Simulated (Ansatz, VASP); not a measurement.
# Two plane-wave programs on CdS

```
Cd S
1.0
     0.00000    2.67065    2.67065
     2.67065    0.00000    2.67065
     2.67065    2.67065    0.00000
Cd S
1 1
Direct
  0.00000 0.00000 0.00000
  0.50000 0.50000 0.50000
```

Change from the starting cell: strain -0.030 along x and y, -0.030 along z, atoms carried along.

Alike in both runs: task single point; functional LDA; k mesh 16 × 16 × 16; occupations gaussian, width 0.15 eV; no spin polarisation.

|  | VASP | Ansatz |
| --- | --- | --- |
| version | VASP 6.6.1 | Ansatz 0.2.0 |
| potentials or method | VASP PAW LDA potentials, release 64 (Cd, S), cutoff 520 eV | scalar-relativistic, plane waves, PAW |
| valence electrons in the cell | 18 | 26 |

```tsv
	VASP	Ansatz	Ansatz less VASP
gap on the k mesh at the Fermi level (eV)	none	none	-
pressure (GPa)	0.6	-0.1	-0.74
```

LDA's correlation is that of Perdew and Zunger in VASP and of Perdew and Wang (1992) in Ansatz. A gap of «none» marks a metal or a gap that the smearing closes. VASP's potentials hold 18 valence electrons a cell and Ansatz's 26, so a difference there can come from the potentials and not from the codes.
